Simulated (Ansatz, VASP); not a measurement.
**Two plane-wave programs on SiC**

```
Si C
1.0
     2.18986    2.18986    0.00000
    -2.18986    2.18986    0.00000
     0.00000    0.00000    4.37973
Si C
2 2
Direct
  0.50000 0.00000 0.75000
  0.00000 0.50000 0.25000
  0.00000 0.00000 0.00000
  0.50000 0.50000 0.50000
```

Alike in both runs: task single point; functional PBE; k mesh 10 × 10 × 6; occupations gaussian, width 0.02 eV; no spin polarisation.

|  | VASP | Ansatz |
| --- | --- | --- |
| version | VASP 6.6.1 | Ansatz 0.2.0 |
| potentials or method | VASP PAW PBE potentials, release 64 (Si, C), cutoff 520 eV | scalar-relativistic, plane waves, PAW |
| valence electrons in the cell | 16 | 16 |

```tsv
	VASP	Ansatz	Ansatz less VASP
gap on the k mesh at the Fermi level (eV)	1.37	1.37	+0.002
least direct gap on the mesh (eV)	1.37	1.37	+0.002
pressure (GPa)	0.0	0.0	+0.05
```

With one functional, cell and mesh, what is left measures potentials, basis and numerics.
